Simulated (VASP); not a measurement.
Set up this calculation in VASP 6.6.1, as the native input.

| Quantity | Value |
| --- | --- |
| Task | single point |
| Functional | PBE |
| Potentials or basis | VASP PAW PBE potentials, release 64 (Ga_d) |
| Cutoff | 520 eV |
| k mesh | 10 × 10 × 8 |
| Occupations | gaussian, width 0.015 eV |
| Spin | no spin polarisation |
| Dipole correction | no |
| Further INCAR settings | ALGO = Fast; EDIFF = 1e-06; NBANDS = 20 |

The structure of Ga lies in POSCAR:

```
Ga
1.0
    1.3830000000     -4.0265000000      0.0000000000
    1.3830000000      4.0265000000      0.0000000000
   -0.1174474948      0.0000000000      3.3299294416
Ga
2
Direct
    0.1310000000      0.8690000000      0.7500000000
    0.8690000000      0.1310000000      0.2500000000
```

These files were run (other wordings do the same):

INCAR

```
SYSTEM = Ga
ALGO = Fast ; EDIFF = 1E-6
ENCUT = 520 ; GGA = PE
ISIF = 2 ; ISMEAR = 0
LASPH = .TRUE. ; LCHARG = .TRUE.
LELF = .TRUE. ; LREAL = .FALSE.
LVHAR = .TRUE. ; LWAVE = .FALSE.
NBANDS = 20 ; NELM = 60
PREC = Accurate ; SIGMA = 0.015
```

KPOINTS

```
k-points
0
G
  10 10 8
  0 0 0
```

Potentials or basis: VASP PAW PBE potentials, release 64 (Ga_d).

The run is started by

```sh
$ cat potpaw_PBE.64/Ga_d/POTCAR > POTCAR
$ mpirun -np 1 vasp_std > vasp.out
```

It gave:

```json
{
 "Pressure": "1.6 GPa",
 "Largest force": "0.219 eV/Å",
 "Band gap on the k mesh": "zero (bands 13 and 14 overlap by 8.39 eV)"
}
```

It took 2.8 min on 1 thread of Intel(R) Xeon(R) Platinum 8488C (Sapphire Rapids), on a shared host, peak memory 0.26 GiB.
